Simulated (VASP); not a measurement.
# Bi (Fd-3m) in VASP: a series of runs, part 2 of 2

VASP 6.6.1. Earlier steps stand in the parts before.

## 4. Single point, LDA (42.47 Å³/atom)

This run uses another cell than the first one, of 42.47 Å³/atom.

INCAR

```
SYSTEM = Bi
ALGO = Normal
EDIFF = 1E-6
ENCUT = 520
ISIF = 2
ISMEAR = -1
LASPH = .TRUE.
LCHARG = .TRUE.
LELF = .TRUE.
LREAL = .FALSE.
LVHAR = .TRUE.
LWAVE = .FALSE.
NBANDS = 22
NELM = 80
PREC = Accurate
SIGMA = 0.08
```

KPOINTS

```
k-points
0
G
  11 11 11
  0 0 0
```

POSCAR

```
Bi
1.0
    0.0000000000      3.4888830254      3.4888830254
    3.4888830254      0.0000000000      3.4888830254
    3.4888830254      3.4888830254      0.0000000000
Bi
2
Direct
   -0.1250000000     -0.1250000000     -0.1250000000
    0.1250000000      0.1250000000      0.1250000000
```

Potentials or basis: VASP PAW LDA potentials, release 64 (Bi_d).

Started as:

```bash
$ cat potpaw_LDA.64/Bi_d/POTCAR > POTCAR
$ mpirun -np 1 vasp_std > vasp.out
```

OUTCAR:

```text
SYSTEM = Bi
   EDIFF = 1E-6
   ENCUT = 520
   ISIF = 2
   ISMEAR = -1
   LASPH = .TRUE.
   LREAL = .FALSE.
   NELM = 80
   PREC = Accurate

 ion  position               nearest neighbor table
   1  0.875  0.875  0.875-   2 3.02   2 3.02   2 3.02   2 3.02
   2  0.125  0.125  0.125-   1 3.02   1 3.02   1 3.02   1 3.02

  LATTYP: Found a face centered cubic cell.
 ALAT       =     6.9777660508

  Lattice vectors:

 A1 = (   0.0000000000,   3.4888830254,   3.4888830254)
 A2 = (   3.4888830254,   0.0000000000,   3.4888830254)
 A3 = (   3.4888830254,   3.4888830254,   0.0000000000)

Analysis of symmetry for initial positions (statically):
=====================================================================
 Subroutine PRICEL returns:
 Original cell was already a primitive cell.

 Routine SETGRP: Setting up the symmetry group for a
 face centered cubic supercell.

 Subroutine GETGRP returns: Found 48 space group operations
 (whereof 12 operations were pure point group operations)
 out of a pool of 48 trial point group operations.

The static configuration has the point symmetry D_3d.
 The point group associated with its full space group is O_h .

Analysis of symmetry for dynamics (positions and initial velocities):
[... 161 lines left out ...]

 val. band max:        4.3041502049   @ k =   0.4545   0.3636   0.0909
 cond. band min:       4.4217801595   @ k =  -0.3636   0.3636   0.1818
 fundamental gap:      0.1176299546
 Fermi energy:         4.3599535026

 k-point     1 :       0.0000    0.0000    0.0000
  band No.  band energies     occupation
      1     -18.4822      2.00000
      2     -18.4822      2.00000
      3     -18.4822      2.00000
      4     -18.4216      2.00000
      5     -18.4216      2.00000
      6     -18.1791      2.00000
[... 589 lines left out ...]
     21      10.6546      0.00000
     22      12.9614      0.00000

 [... further k-points ...]

------------------------ aborting loop because EDIFF is reached ----------------------------------------

  FORCE on cell =-STRESS in cart. coord.  units (eV):
  Direction    XX          YY          ZZ          XY          YZ          ZX
  --------------------------------------------------------------------------------------
  -------------------------------------------------------------------------------------
  Total        1.1088360      1.1088360      1.1088360      0.0000000      0.0000000     -0.0000000
  in kB       20.9164836     20.9164836     20.9164836      0.0000000      0.0000000     -0.0000000
  external PRESSURE =      20.9164836 kB  Pullay stress =       0.0000000 kB

 VOLUME and BASIS-vectors are now :
 -----------------------------------------------------------------------------
  energy-cutoff  :      520.00
  volume of cell :       84.94
      direct lattice vectors                 reciprocal lattice vectors
     0.000000000  3.488883025  3.488883025    -0.143312343  0.143312343  0.143312343
     3.488883025  0.000000000  3.488883025     0.143312343 -0.143312343  0.143312343
     3.488883025  3.488883025  0.000000000     0.143312343  0.143312343 -0.143312343

 POSITION                                       TOTAL-FORCE (eV/Angst)
 -----------------------------------------------------------------------------------
      6.10555      6.10555      6.10555        -0.000000      0.000000      0.000000
      0.87222      0.87222      0.87222         0.000000     -0.000000     -0.000000
 -----------------------------------------------------------------------------------
    total drift:                                0.000000      0.000000     -0.000000

  FREE ENERGIE OF THE ION-ELECTRON SYSTEM (eV)
  ---------------------------------------------------
  free  energy   TOTEN  =        -8.5160494282 eV

  energy  without entropy=       -8.4933602028  energy(sigma->0) =       -8.50470482
```

OSZICAR:

```text
N       E                     dE             d eps       ncg     rms          rms(c)
DAV:   1     0.304451224161E+03    0.30445E+03   -0.15867E+04  2464   0.152E+03
DAV:   2     0.185524671449E+02   -0.28590E+03   -0.27861E+03  2512   0.424E+02
DAV:   3    -0.758970287951E+01   -0.26142E+02   -0.25816E+02  3022   0.144E+02
DAV:   4    -0.852138992817E+01   -0.93169E+00   -0.93117E+00  2906   0.302E+01
DAV:   5    -0.856336011738E+01   -0.41970E-01   -0.41969E-01  3484   0.573E+00    0.122E+00
DAV:   6    -0.853152912582E+01    0.31831E-01   -0.23026E-02  3162   0.123E+00    0.694E-01
DAV:   7    -0.851588454639E+01    0.15645E-01   -0.23152E-02  2662   0.116E+00    0.100E-01
DAV:   8    -0.851604096661E+01   -0.15642E-03   -0.15578E-03  2948   0.336E-01    0.252E-02
DAV:   9    -0.851604992416E+01   -0.89575E-05   -0.74375E-05  3438   0.565E-02    0.803E-03
DAV:  10    -0.851604942821E+01    0.49595E-06   -0.47470E-06  2590   0.168E-02
   1 F= -.85160494E+01 E0= -.85047048E+01  d E =-.226892E-01
```

Run time: 2 min. Hardware: 1 thread of Intel Xeon 8259CL, shared host; peak memory 0.24 GiB.

Results:

```
Free energy            : -8.5160 eV
Pressure               : 2.1 GPa
Band gap on the k mesh : zero (bands 15 and 16 overlap by 0.80 eV)
```

Levels at points of the mesh, in eV from the Fermi level:
| k point | band 11 | band 12 | band 13 | band 14 | band 15 | band 16 | band 17 | band 18 | band 19 | band 20 |
| --- | --- | --- | --- | --- | --- | --- | --- | --- | --- | --- |
| (0.00, 0.00, 0.00) | -13.04 | -7.34 | -1.35 | -1.35 | -1.35 | 0.92 | 0.92 | 0.92 | 3.26 | 7.25 |

Caveat: spin-orbit coupling is left out, which moves the levels of the heavy elements.

## 5. Overview

```csv
cell,gap on the mesh (eV),pressure (GPa)
"a = 4.560 Å, angles 60.0°, 2 atoms",none,19.0
"a = 4.754 Å, angles 60.0°, 2 atoms",none,8.2
"a = 4.934 Å, angles 60.0°, 2 atoms",none,2.1
```

Alike in all rows: task single point; level LDA; potentials or basis VASP PAW LDA potentials, release 64 (Bi_d); no spin polarisation; k mesh 11 × 11 × 11; cutoff (eV) 520; smearing fermi-dirac 0.08 eV.

Caveats: spin-orbit coupling is left out, which moves the levels of the heavy elements; the cell stands under pressure (at least some runs).

Absolute energies hang on the potentials; compare differences alone.
